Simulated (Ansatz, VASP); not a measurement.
**As in VASP and in Ansatz**

The input INCAR:

```
ALGO = Normal
DIPOL = 0.5 0.5 0.500
EDIFF = 1E-7
ENCUT = 520
GGA = CA
IDIPOL = 3
ISIF = 2
ISMEAR = 0
LASPH = True
LCHARG = False
LDIPOL = True
LREAL = False
LWAVE = False
NBANDS = 12
NELM = 100
PREC = Accurate
SIGMA = 0.02
```

Contents of KPOINTS:

```
k-points
0
Gamma
  9 9 1
```

The input POSCAR:

```
As
1.0
    3.6890000000      0.0000000000      0.0000000000
   -1.8445000000      3.1947677146      0.0000000000
    0.0000000000      0.0000000000     28.0000000000
As
2
Direct
    0.3333333333      0.6666666667      0.5264285714
    0.6666666667      0.3333333333      0.4735714286
```

Input for Ansatz:

```yaml
crystal:
  lattice:
    - [3.689, 0.0, 0.0]
    - [-1.8445, 3.1947677146, 0.0]
    - [0.0, 0.0, 28.0]
  atoms:
    - { symbol: As, position: [0.3333333333, 0.6666666667, 0.5264285714] }
    - { symbol: As, position: [0.6666666667, 0.3333333333, 0.4735714286] }
  periodic: [true, true, false]
basis:
  ecutwfc: 420
kpoints:
  mp_grid: { grid: [9, 9, 1] }
hamiltonian:
  xc: lda
scf:
  occupations: { method: gaussian, width: 0.02 }
output:
  forces: true
  stress: true
  eigenvalues: true
  write_density: true
  write_potential: true
  elf: true
  volumetric_format: npy
```

Alike in both runs: task single point; functional LDA; k mesh 9 × 9 × 1; occupations gaussian, width 0.02 eV; no spin polarisation.

```csv
,VASP,Ansatz
version,VASP 6.6.1,Ansatz 0.2.0
potentials or method,"VASP PAW LDA potentials, release 64 (As), cutoff 520 eV","scalar-relativistic, plane waves, PAW"
valence electrons in the cell,10,30
```

Ansatz gave:

```
gap on the k mesh at the Fermi level (eV) : 1.32
least direct gap on the mesh (eV)         : 1.51
rms of the force components (eV/Å)        : 0.941
```

Q: Which values does VASP return?

A: gap on the k mesh at the Fermi level (eV): 1.33; least direct gap on the mesh (eV): 1.52; rms of the force components (eV/Å): 0.902.

LDA's correlation is that of Perdew and Zunger in VASP and of Perdew and Wang (1992) in Ansatz. Atom by atom the forces differ by 0.038 eV/Å (rms over components). VASP's potentials hold 10 valence electrons a cell and Ansatz's 30, so a difference there can come from the potentials and not from the codes. Ansatz's warnings: xc potential rough in thin density.
